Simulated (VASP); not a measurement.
# CuO (Cccm) in VASP: further runs, part 2 of 2

VASP 6.6.1. The steps go on from the part before.

**5. Single point, PBE**

This run uses another cell than the first one: it holds 4 atoms, not 8.

Contents of INCAR:

```
PREC = Accurate
ENCUT = 700
EDIFF = 1E-6
ISMEAR = 0
SIGMA = 0.1
LREAL = F
LASPH = T
NELM = 120
ALGO = Normal
ISIF = 2
LWAVE = F
LCHARG = T
GGA = PE
LELF = T
LVHAR = T
NBANDS = 33
GGA_COMPAT = F
```

Contents of KPOINTS:

```
regular mesh
0
Gamma
  12 12 7
```

Contents of POSCAR:

```
CuO
1.0
    2.9487032640      0.0000000000      0.0000000000
   -0.0081921837      2.9486918841      0.0000000000
    0.0000000000      0.0000000000      5.1512621168
Cu O
2 2
Direct
    0.0000000000      0.5000000000      0.0000000000
    0.5000000000      0.0000000000      0.5000000000
    0.5000000000      0.5000000000      0.2500000000
    0.5000000000      0.5000000000      0.7500000000
```

Potentials or basis: VASP PAW PBE potentials, release 64 (Cu_sv_GW, O).

Command:

```sh
cat potpaw_PBE.64/Cu_sv_GW/POTCAR potpaw_PBE.64/O/POTCAR > POTCAR
mpirun -np 1 vasp_std > vasp.out
```

OUTCAR:

```text
PREC = Accurate
   ENCUT = 700
   EDIFF = 1E-6
   ISMEAR = 0
   LREAL = F
   LASPH = T
   NELM = 120
   ISIF = 2
   GGA = PE

 ion  position               nearest neighbor table
   1  0.000  0.500  0.000-   3 1.96   4 1.96   3 1.96   4 1.96
   2  0.500  0.000  0.500-   3 1.96   4 1.96   3 1.96   4 1.96
   3  0.500  0.500  0.250-   1 1.96   1 1.96   2 1.96   2 1.96
   4  0.500  0.500  0.750-   1 1.96   1 1.96   2 1.96   2 1.96

  LATTYP: Found a base centered orthorhombic cell.
 ALAT       =     4.1642993697
 B/A-ratio  =     1.0027821027
 C/A-ratio  =     1.2370057144

  Lattice vectors:

 A1 = (   2.9487032640,   0.0000000000,   0.0000000000)
 A2 = (  -0.0081921837,   2.9486918841,   0.0000000000)
 A3 = (   0.0000000000,   0.0000000000,   5.1512621168)

Analysis of symmetry for initial positions (statically):
=====================================================================
 Subroutine PRICEL returns:
 Original cell was already a primitive cell.

 Routine SETGRP: Setting up the symmetry group for a
 base centered orthorhombic supercell.

 Subroutine GETGRP returns: Found  8 space group operations
 (whereof  4 operations were pure point group operations)
 out of a pool of  8 trial point group operations.

The static configuration has the point symmetry C_2h.
 The point group associated with its full space group is D_2h.

Analysis of symmetry for dynamics (positions and initial velocities):
=====================================================================
 Subroutine PRICEL returns:
 Original cell was already a primitive cell.

 Routine SETGRP: Setting up the symmetry group for a
 base centered orthorhombic supercell.

 Subroutine GETGRP returns: Found  8 space group operations
 (whereof  4 operations were pure point group operations)
[... 123 lines left out ...]
   EFERMI_NEDOS =   21; number of points for ismear=-14 and -15
   IALGO  =     38    algorithm
   IMIX   =      4    mixing-type and parameters
     AMIX     =   0.40;   BMIX     =  1.00
     AMIX_MAG =   1.60;   BMIX_MAG =  1.00
  volume/ion in A,a.u.               =      11.20        75.56
  Fermi-wavevector in a.u.,A,eV,Ry     =   1.698270  3.209265 39.240859  2.884122
  Thomas-Fermi vector in A             =   2.778800
   LORBIT       =      0    0 simple, 1 ext, 2 COOP (PROOUT), +10 PAW based schemes
   GGA     = PE    functional components
   LHFCALC =     F    Hartree Fock is set to
   AEXX    =    0.0000 exact exchange contribution
   IVDW    =     0    specifies the selected vdW correction
   LEPSILON=     F    determine dielectric tensor
   LRPA    =     F    only Hartree local field effects (RPA)
 non-spin polarized calculation
 Gauss-broadening in eV      SIGMA  =   0.10
  energy-cutoff  :      700.00
  volume of cell :       44.79
 maximum number of plane-waves:      1908
 NGX is ok and might be reduce to    28

 number of electron      49.9999972 magnetization

 Free energy of the ion-electron system (eV)
  ---------------------------------------------------
  ext. energy  EPLUGINS =         0.00000000
  ---------------------------------------------------
  free energy    TOTEN  =       -19.90307036 eV

  energy without entropy =      -19.89271720  energy(sigma->0) =      -19.89789378

 E-fermi :   4.8143     XC(G=0): -11.5958

 val. band max:        4.8084266198   @ k =   0.5000   0.0833   0.0000
 cond. band min:       4.8180840174   @ k =   0.1667   0.1667   0.0000
 fundamental gap:      0.0096573976
 Fermi energy:         4.8142530168

 k-point     1 :       0.0000    0.0000    0.0000
  band No.  band energies     occupation
      1    -107.8910      2.00000
      2    -107.8908      2.00000
      3     -65.3903      2.00000
      4     -65.3903      2.00000
      5     -65.3591      2.00000
      6     -65.3529      2.00000
[... 853 lines left out ...]
     32      17.6916      0.00000
     33      18.3003      0.00000

 [... further k-points ...]

------------------------ aborting loop because EDIFF is reached ----------------------------------------

  FORCE on cell =-STRESS in cart. coord.  units (eV):
  Direction    XX          YY          ZZ          XY          YZ          ZX
  --------------------------------------------------------------------------------------
  -------------------------------------------------------------------------------------
  Total       -0.7329524     -0.7329195     -0.7259833      0.0059177      0.0000000      0.0000000
  in kB      -26.2187646    -26.2175884    -25.9694696      0.2116843      0.0000000      0.0000000
  external PRESSURE =     -26.1352742 kB  Pullay stress =       0.0000000 kB

 VOLUME and BASIS-vectors are now :
 -----------------------------------------------------------------------------
  energy-cutoff  :      700.00
  volume of cell :       44.79
      direct lattice vectors                 reciprocal lattice vectors
     2.948703264  0.000000000  0.000000000     0.339132124  0.000942192  0.000000000
    -0.008192184  2.948691884  0.000000000     0.000000000  0.339133432  0.000000000
     0.000000000  0.000000000  5.151262117     0.000000000  0.000000000  0.194127182

 POSITION                                       TOTAL-FORCE (eV/Angst)
 -----------------------------------------------------------------------------------
     -0.00410      1.47435      0.00000        -0.000000      0.000000     -0.000000
      1.47435      0.00000      2.57563        -0.000000      0.000000     -0.000000
      1.47026      1.47435      1.28782         0.000000      0.000000      0.000000
      1.47026      1.47435      3.86345        -0.000000     -0.000000      0.000000
 -----------------------------------------------------------------------------------
    total drift:                                0.000000      0.000000      0.000000

  FREE ENERGIE OF THE ION-ELECTRON SYSTEM (eV)
  ---------------------------------------------------
  free  energy   TOTEN  =       -19.9030703568 eV

  energy  without entropy=      -19.8927171961  energy(sigma->0) =      -19.89789378
```

It took 4.2 min on 1 thread of Intel Xeon 6975P-C (Granite Rapids), shared host; peak memory 0.48 GiB.

What came out:

```
Free energy            : -19.9031 eV
Pressure               : -2.6 GPa
Band gap on the k mesh : zero (band 25 reaches 5.47 eV, above the bottom of band 26 at 4.48 eV)
```

Caveat: semilocal functionals often make such compounds metallic where correlation or magnetic order opens a gap, which also shifts bond lengths.

**6. Overview**

| potentials or basis | cell | k mesh | cutoff (eV) | second run | gap on the mesh (eV) | pressure (GPa) |
| --- | --- | --- | --- | --- | --- | --- |
| VASP PAW PBE potentials, release 64 (Cu, O) | a = 4.185, b = 4.197, c = 5.048 Å, 8 atoms | 8 × 8 × 8 | 520 | - | none | 3.3 |
| VASP PAW PBE potentials, release 64 (Cu, O) | a = 4.133, b = 4.136, c = 5.254 Å, 8 atoms | 8 × 8 × 8 | 520 | - | none | -0.8 |
| VASP PAW PBE potentials, release 64 (Cu, O) | a = 4.098, b = 4.101, c = 5.357 Å, 8 atoms | 8 × 8 × 8 | 520 | - | none | -2.3 |
| VASP PAW PBE potentials, release 64 (Cu_sv_GW, O) | a = 2.949, b = 2.949, c = 5.151 Å, angles 90.0, 90.0, 90.2°, 4 atoms | 12 × 12 × 7 | 700 | valence_matched | none | -2.6 |

Alike in all rows: task single point; level PBE; no spin polarisation; smearing gaussian 0.1 eV.

Caveats: semilocal functionals often make such compounds metallic where correlation or magnetic order opens a gap, which also shifts bond lengths.

Absolute energies hang on the potentials; compare differences alone.
